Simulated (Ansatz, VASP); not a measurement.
This is a calculation of La for Ansatz 0.2.0.

File input.yaml:

```yaml
crystal:
  lattice:
    - [3.7993477643, 0.0, 0.0]
    - [-1.8996738822, 3.2903316817, 0.0]
    - [0.0, 0.0, 6.1498775812]
  atoms:
    - { symbol: La, position: [0.6666666667, 0.3333333333, 0.75] }
    - { symbol: La, position: [0.3333333333, 0.6666666667, 0.25] }
kpoints:
  mp_grid: { grid: [8, 8, 5] }
scf:
  occupations: { method: fermi_dirac, width: 0.05 }
hamiltonian:
  xc: lda
  pseudopotentials: { kind: all_electron, lapw: { basis_error: 0.001 } }
output:
  forces: true
  stress: true
  eigenvalues: true
```

Potentials or basis: all-electron LAPW, scalar-relativistic.

Run with:

```sh
$ ansatz run input.yaml --threads 2 --pin off --max-ram 6144MiB --backend cpu --events-out ev --progress --plain --runs-dir out
```

Problem. Set up the same calculation for VASP 6.6.1. Potentials there: VASP PAW LDA potentials, release 64 (La).

Solution. As run (the cutoff follows the program's own potentials):

The input INCAR:

```
PREC = Accurate
ENCUT = 520
EDIFF = 1E-6
ISMEAR = -1
SIGMA = 0.05
LREAL = F
LASPH = T
NELM = 60
ALGO = Fast
ISIF = 2
LWAVE = F
LCHARG = F
NBANDS = 18
```

The input KPOINTS:

```
regular mesh
0
Gamma
  8 8 5
```

POSCAR

```
La
1.0
    3.7993477643      0.0000000000      0.0000000000
   -1.8996738822      3.2903316817      0.0000000000
    0.0000000000      0.0000000000      6.1498775812
La
2
Direct
    0.6666666667      0.3333333333      0.7500000000
    0.3333333333      0.6666666667      0.2500000000
```

Potentials or basis: VASP PAW LDA potentials, release 64 (La).

The run is started by

```sh
$ cat potpaw_LDA.64/La/POTCAR > POTCAR
$ mpirun -np 1 vasp_std > vasp.out
```

Both were run:

|  | VASP | Ansatz | Ansatz less VASP |
| --- | --- | --- | --- |
| gap on the k mesh at the Fermi level (eV) | none | none | - |
| pressure (GPa) | -3.7 | -3.6 | +0.07 |
| traceless stress, the component that is largest in VASP (GPa) | -0.23 | -0.22 | +0.009 |

LDA's correlation is that of Perdew and Zunger in VASP and of Perdew and Wang (1992) in Ansatz. A gap of «none» marks a metal or a gap that the smearing closes. Ansatz ran all-electron here, and VASP with PAW potentials.

Spin-orbit coupling is off throughout.
